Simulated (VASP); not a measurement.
# SiBi2Te5 (I4mm) in VASP: single point with PBE

Aim: the single point of SiBi2Te5 with PBE.

All numbers are computed with VASP 6.6.1; they aren't measurements. Logs are shortened: lines on timing, memory, paths and dates and some standing lists are left out, and cuts for length are marked.

### 1 The cell of the first run

The structure is tetragonal, space group I4mm (No. 107). Conventional cell: a = 7.942 Å, b = 7.942 Å, c = 8.764 Å, α = 90.00°, β = 90.00°, γ = 90.00°. Si (site symmetry 4mm) has 5 Te at 2.61 to 2.73 Å within 3.4 Å. Bi (site symmetry 2mm) has 6 Te at 3.13 to 3.97 Å within 4.1 Å. Within 3.6 Å of Te (site symmetry m) lie 1 Si at 2.73 Å and 2 Bi at 3.13 Å and 1 Te at 3.18 Å. Te (site symmetry 4mm) has 1 Si at 2.61 Å and 4 Te at 3.18 Å within 3.4 Å.

### 2 Single point, PBE

Contents of INCAR:

```
SYSTEM = SiBi2Te5
ALGO = Normal
EDIFF = 1E-6
ENCUT = 520
GGA = PE
ISIF = 2
ISMEAR = 0
LASPH = .TRUE.
LCHARG = .FALSE.
LREAL = .FALSE.
LWAVE = .FALSE.
NBANDS = 42
NELM = 60
PREC = Accurate
SIGMA = 0.2
```

Contents of KPOINTS:

```
k-points
0
G
  3 3 3
  0 0 0
```

Contents of POSCAR:

```
SiBi2Te5
1.0
   -3.9711982203      3.9711982203      4.3818540083
    3.9711982203     -3.9711982203      4.3818540083
    3.9711982203      3.9711982203     -4.3818540083
Si Bi Te
1 2 5
Direct
    0.0154799287      0.0154799287      0.0000000000
    0.7941539582      0.2941539582      0.5000000000
    0.2941539582      0.7941539582      0.5000000000
    0.7137299200      0.1889926386      0.0000000000
    0.1889926386      0.1889926386      0.4752627187
    0.7137299200      0.7137299200      0.5247372813
    0.1889926386      0.7137299200      0.0000000000
    0.3137650176      0.3137650176      0.0000000000
```

Potentials or basis: VASP PAW PBE potentials, release 64 (Si, Bi_d, Te).

Launch:

```sh
$ cat potpaw_PBE.64/Si/POTCAR potpaw_PBE.64/Bi_d/POTCAR potpaw_PBE.64/Te/POTCAR > POTCAR
$ mpirun -np 1 vasp_std > vasp.out
```

OUTCAR:

```text
SYSTEM = SiBi2Te5
   EDIFF = 1E-6
   ENCUT = 520
   GGA = PE
   ISIF = 2
   ISMEAR = 0
   LASPH = .TRUE.
   LREAL = .FALSE.
   NELM = 60
   PREC = Accurate

 ion  position               nearest neighbor table
   1  0.015  0.015  0.000-   8 2.61   7 2.73   4 2.73   6 2.73   5 2.73
   2  0.794  0.294  0.500-   5 3.13   7 3.13   4 3.13   6 3.13
   3  0.294  0.794  0.500-   5 3.13   4 3.13   7 3.13   6 3.13
   4  0.714  0.189  0.000-   1 2.73   2 3.13   3 3.13   8 3.18
   5  0.189  0.189  0.475-   1 2.73   2 3.13   3 3.13   8 3.18
   6  0.714  0.714  0.525-   1 2.73   2 3.13   3 3.13   8 3.18
   7  0.189  0.714  0.000-   1 2.73   3 3.13   2 3.13   8 3.18
   8  0.314  0.314  0.000-   1 2.61   5 3.18   6 3.18   7 3.18   4 3.18

  LATTYP: Found a body centered tetragonal cell.
 ALAT       =     7.9423964406
 C/A-ratio  =     1.1034085345

  Lattice vectors:

 A1 = (  -3.9711982203,   3.9711982203,   4.3818540083)
 A2 = (   3.9711982203,  -3.9711982203,   4.3818540083)
 A3 = (   3.9711982203,   3.9711982203,  -4.3818540083)

Analysis of symmetry for initial positions (statically):
=====================================================================
 Subroutine PRICEL returns:
 Original cell was already a primitive cell.

 Routine SETGRP: Setting up the symmetry group for a
 body centered tetragonal supercell.

 Subroutine GETGRP returns: Found  8 space group operations
 (whereof  8 operations were pure point group operations)
 out of a pool of 16 trial point group operations.

The static configuration has the point symmetry C_4v.

Analysis of symmetry for dynamics (positions and initial velocities):
=====================================================================
 Subroutine PRICEL returns:
 Original cell was already a primitive cell.

 Routine SETGRP: Setting up the symmetry group for a
 body centered tetragonal supercell.

 Subroutine GETGRP returns: Found  8 space group operations
 (whereof  8 operations were pure point group operations)
 out of a pool of 16 trial point group operations.

The dynamic configuration has the point symmetry C_4v.

 Subroutine INISYM returns: Found  8 space group operations
 (whereof  8 operations are pure point group operations),
 and found     1 'primitive' translations

----------------------------------------------------------------------------------------

                                     Primitive cell

  volume of cell :     276.4146
[... 87 lines left out ...]
   NFREE  =      0    steps in history (QN), initial steepest desc. (CG)
   ISIF   =      2    stress and relaxation
   ISYM   =      2    0-nonsym 1-usesym 2-fastsym
   POTIM  = 0.5000    time-step for ionic-motion
   TEBEG  =    0.0;   TEEND  =   0.0 temperature during run
   PSTRESS=    0.0 pullay stress
   NELECT =      64.0000    total number of electrons
   NUPDOWN=      -1.0000    fix difference up-down
   EMIN   =  10.00;   EMAX   =-10.00  energy-range for DOS
   EFERMI =   0.00;   METHOD = LEGACY
   ISMEAR =     0;   SIGMA  =   0.20  broadening in eV -4-tet -1-fermi 0-gaus
   EFERMI_NEDOS =   21; number of points for ismear=-14 and -15
   IALGO  =     38    algorithm
   IMIX   =      4    mixing-type and parameters
     AMIX     =   0.40;   BMIX     =  1.00
     AMIX_MAG =   1.60;   BMIX_MAG =  1.00
  volume/ion in A,a.u.               =      34.55       233.17
  Fermi-wavevector in a.u.,A,eV,Ry     =   1.005266  1.899678 13.749510  1.010560
  Thomas-Fermi vector in A             =   2.137935
   LORBIT       =      0    0 simple, 1 ext, 2 COOP (PROOUT), +10 PAW based schemes
   GGA     = PE    functional components
   LHFCALC =     F    Hartree Fock is set to
   AEXX    =    0.0000 exact exchange contribution
   IVDW    =     0    specifies the selected vdW correction
   LEPSILON=     F    determine dielectric tensor
   LRPA    =     F    only Hartree local field effects (RPA)
 non-spin polarized calculation
 Gauss-broadening in eV      SIGMA  =   0.20
  energy-cutoff  :      520.00
  volume of cell :      276.41
 maximum number of plane-waves:      7461
 NGX is ok and might be reduce to    54
   NGX = 27   NGY = 27   NGZ = 27

 number of electron      63.9999999 magnetization

 Free energy of the ion-electron system (eV)
  ---------------------------------------------------
  ext. energy  EPLUGINS =         0.00000000
  ---------------------------------------------------
  free energy    TOTEN  =       -28.32731823 eV

  energy without entropy =      -28.25444901  energy(sigma->0) =      -28.29088362

 E-fermi :   5.4751     XC(G=0):  -8.8608

 val. band max:        5.4368217878   @ k =  -0.3333   0.3333   0.3333
 cond. band min:       5.4810722665   @ k =   0.3333   0.0000  -0.0000
 fundamental gap:      0.0442504787
 Fermi energy:         5.4750706086

 k-point     1 :       0.0000    0.0000    0.0000
  band No.  band energies     occupation
      1     -17.8790      2.00000
      2     -17.8751      2.00000
      3     -17.8745      2.00000
      4     -17.8743      2.00000
      5     -17.8574      2.00000
      6     -17.8574      2.00000
[... 259 lines left out ...]
     41       9.4190      0.00000
     42       9.9590      0.00000

------------------------ aborting loop because EDIFF is reached ----------------------------------------

  FORCE on cell =-STRESS in cart. coord.  units (eV):
  Direction    XX          YY          ZZ          XY          YZ          ZX
  --------------------------------------------------------------------------------------
  -------------------------------------------------------------------------------------
  Total        0.4748748      0.4748748     -0.1232340      0.0000000     -0.0000000      0.0000000
  in kB        2.7525089      2.7525089     -0.7142989      0.0000000     -0.0000000      0.0000000
  external PRESSURE =       1.5969063 kB  Pullay stress =       0.0000000 kB

 VOLUME and BASIS-vectors are now :
 -----------------------------------------------------------------------------
  energy-cutoff  :      520.00
  volume of cell :      276.41
      direct lattice vectors                 reciprocal lattice vectors
    -3.971198220  3.971198220  4.381854008     0.000000000  0.125906583  0.114106951
     3.971198220 -3.971198220  4.381854008     0.125906583  0.000000000  0.114106951
     3.971198220  3.971198220 -4.381854008     0.125906583  0.125906583  0.000000000

 POSITION                                       TOTAL-FORCE (eV/Angst)
 -----------------------------------------------------------------------------------
      0.00000      0.00000      0.13566         0.000000      0.000000     -0.046036
     -0.00000      3.97120      2.57788         0.000000      0.000000      0.032280
      3.97120     -0.00000      2.57788        -0.000000      0.000000      0.032280
     -2.08384      2.08384      3.95560        -0.011863      0.011863     -0.017214
      1.88736      1.88736     -0.42626        -0.011863     -0.011863     -0.017214
      2.08384      2.08384      3.95560         0.011863      0.011863     -0.017214
      2.08384     -2.08384      3.95560         0.011863     -0.011863     -0.017214
      0.00000      0.00000      2.74975        -0.000000      0.000000      0.050332
 -----------------------------------------------------------------------------------
    total drift:                                0.000003      0.000003     -0.001037

  FREE ENERGIE OF THE ION-ELECTRON SYSTEM (eV)
  ---------------------------------------------------
  free  energy   TOTEN  =       -28.3273182337 eV

  energy  without entropy=      -28.2544490091  energy(sigma->0) =      -28.29088362
```

OSZICAR:

```text
N       E                     dE             d eps       ncg     rms          rms(c)
DAV:   1     0.524776335133E+03    0.52478E+03   -0.27155E+04   512   0.137E+03
DAV:   2     0.300478141472E+02   -0.49473E+03   -0.47252E+03   564   0.326E+02
DAV:   3    -0.263351964683E+02   -0.56383E+02   -0.54914E+02   654   0.127E+02
DAV:   4    -0.287120938614E+02   -0.23769E+01   -0.23609E+01   590   0.277E+01
DAV:   5    -0.288320410287E+02   -0.11995E+00   -0.11991E+00   752   0.622E+00    0.131E+01
DAV:   6    -0.283113742501E+02    0.52067E+00   -0.89220E-01   584   0.493E+00    0.807E+00
DAV:   7    -0.283273928745E+02   -0.16019E-01   -0.26610E-01   582   0.177E+00    0.275E+00
DAV:   8    -0.283268955360E+02    0.49734E-03   -0.19345E-02   608   0.946E-01    0.531E-01
DAV:   9    -0.283271390694E+02   -0.24353E-03   -0.46908E-03   568   0.377E-01    0.164E-01
DAV:  10    -0.283271984034E+02   -0.59334E-04   -0.78025E-04   616   0.134E-01    0.593E-02
DAV:  11    -0.283272831626E+02   -0.84759E-04   -0.17454E-04   648   0.542E-02    0.380E-02
DAV:  12    -0.283273148727E+02   -0.31710E-04   -0.48342E-05   512   0.266E-02    0.962E-03
DAV:  13    -0.283273164590E+02   -0.15863E-05   -0.24342E-06   520   0.803E-03    0.378E-03
DAV:  14    -0.283273177316E+02   -0.12725E-05   -0.11606E-06   416   0.476E-03    0.216E-03
DAV:  15    -0.283273182337E+02   -0.50216E-06   -0.62183E-07   408   0.351E-03
   1 F= -.28327318E+02 E0= -.28290884E+02  d E =-.728692E-01
```

It took 93 s on 1 thread of Intel Xeon Platinum 8259CL at 2.50GHz (Skylake/Cascade Lake), shared host; peak memory 0.42 GiB.

What came out:

| Item | Value |
| --- | --- |
| Free energy | -28.3273 eV |
| Pressure | 0.2 GPa |
| Largest force | 0.050 eV/Å |
| Band gap on the k mesh | zero (band 32 reaches 5.48 eV, above the bottom of band 33 at 5.16 eV) |

Forces in eV/Å, atoms in the order of the input:
```
Si   0.000  0.000 -0.046
Bi   0.000  0.000  0.032
Bi   0.000  0.000  0.032
Te  -0.012  0.012 -0.017
Te  -0.012 -0.012 -0.017
Te   0.012  0.012 -0.017
Te   0.012 -0.012 -0.017
Te   0.000  0.000  0.050
```

Stress tensor (GPa, compression positive):
```
 0.28  0.00  0.00
 0.00  0.28  0.00
 0.00  0.00 -0.07
```

Caveat: the k points lie up to 0.37 Å⁻¹ apart; spin-orbit coupling is left out, which moves the levels of the heavy elements.
